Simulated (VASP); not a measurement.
## NiI3: single point with PBE+U

Crystal: NiI3.

```xyz
4
Lattice="5.5590 0.0000 0.0000 0.0000 5.5590 0.0000 0.0000 0.0000 5.5590" Properties=species:S:1:pos:R:3 pbc="T T T"
Ni    0.0000    0.0000    0.0000
I     2.7795    0.0000    0.0000
I     0.0000    0.0000    2.7795
I     0.0000    2.7795    0.0000
```

- Program: VASP 6.6.1
- Task: single point
- Functional: PBE
- Potentials or basis: VASP PAW PBE potentials, release 64 (Ni, I)
- Cutoff: 520 eV
- k mesh: 6 × 6 × 6
- Occupations: gaussian, width 0.05 eV
- Spin: collinear spin, ferromagnetic start
- Starting moments: [0.5, 0.0, 0.0, 0.0] μB
- Hubbard terms: Ni d U = 6.2 eV
- Dipole correction: no
- Further INCAR settings: ALGO = Normal; EDIFF = 1e-06; NBANDS = 28

```
Pressure                                              : -0.2 GPa
Net moment                                            : 1.69 μB per cell
Site moments                                          : Ni +1.69; I -0.00 μB
Valence electrons inside the program's atomic spheres : Ni 8.76; I 4.26
```

Levels at points of the mesh, in eV from the Fermi level:
Spin up:
```tsv
k point	band 12	band 13	band 14	band 15	band 16	band 17	band 18	band 19	band 20	band 21
(0.00, 0.00, 0.00)	-0.69	-0.69	-0.69	-0.29	-0.29	-0.29	0.62	4.95	6.41	6.41
(0.50, 0.00, 0.00)	-1.62	-1.10	-1.10	-0.92	-0.44	-0.44	3.54	5.76	6.29	6.73
(0.50, 0.50, 0.00)	-1.27	-1.27	-1.07	-1.07	-0.21	0.30	5.34	5.51	5.51	6.92
(0.50, 0.50, 0.50)	-2.23	-0.19	-0.19	0.31	0.31	0.31	4.84	4.84	4.84	5.10
```
Spin down:
```
           k point  band 11  band 12  band 13  band 14  band 15  band 16  band 17  band 18  band 19  band 20
(0.00, 0.00, 0.00)    -0.73    -0.73    -0.29    -0.29    -0.29     0.65     0.65     0.98     4.94     6.48
(0.50, 0.00, 0.00)    -1.10    -1.10    -0.96    -0.46    -0.46     0.65     0.73     4.34     5.90     6.28
(0.50, 0.50, 0.00)    -1.30    -1.30    -1.07    -1.07     0.26     0.68     2.40     5.68     5.68     5.95
(0.50, 0.50, 0.50)    -1.90    -1.90     0.27     0.27     0.27     2.41     2.41     4.99     4.99     4.99
```

Eigenvalues of the final occupation matrices:
```csv
site,spin,trace,eigenvalues
site 1 d,1,4.90,0.97 0.97 0.97 0.99 0.99
site 1 d,2,3.26,0.17 0.17 0.97 0.97 0.97
```

Run time: 9.6 min on 1 thread of Intel(R) Xeon(R) Platinum 8488C (Sapphire Rapids) (shared host), peak memory 0.39 GiB.

Caveat: spin-orbit coupling is left out, which moves the levels of the heavy elements. The state reached can hang on the start; a lower one may exist.
